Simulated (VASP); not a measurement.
Runs of VASP 6.6.1 on TiC. The structure is that of space group Fm-3m (No. 225), or close to it. The cells are those of the table. 

```tsv
cell	gap on the mesh (eV)	pressure (GPa)
a = 2.936 Å, angles 60.0°, 2 atoms	none	41.4
a = 3.001 Å, angles 60.0°, 2 atoms	none	17.7
a = 3.064 Å, angles 60.0°, 2 atoms	none	0.2
a = 3.124 Å, angles 60.0°, 2 atoms	none	(a)
a = 3.163 Å, angles 60.0°, 2 atoms	none	-19.5
a = 3.094 Å, angles 60.0°, 2 atoms	none	(b)
a = 3.054 Å, angles 60.0°, 2 atoms	none	2.8
a = 3.033 Å, angles 60.0°, 2 atoms	none	8.3
```

Alike in all rows: task single point; level PBE; potentials or basis VASP PAW PBE potentials, release 64 (Ti_sv, C); no spin polarisation; k mesh 16 × 16 × 16; cutoff (eV) 520; smearing gaussian 0.1 eV.

Task: Estimate the missing entries.

Result: (a) -12.7; (b) -6.8.

A gap of «none» marks levels without a gap at the run's occupations.
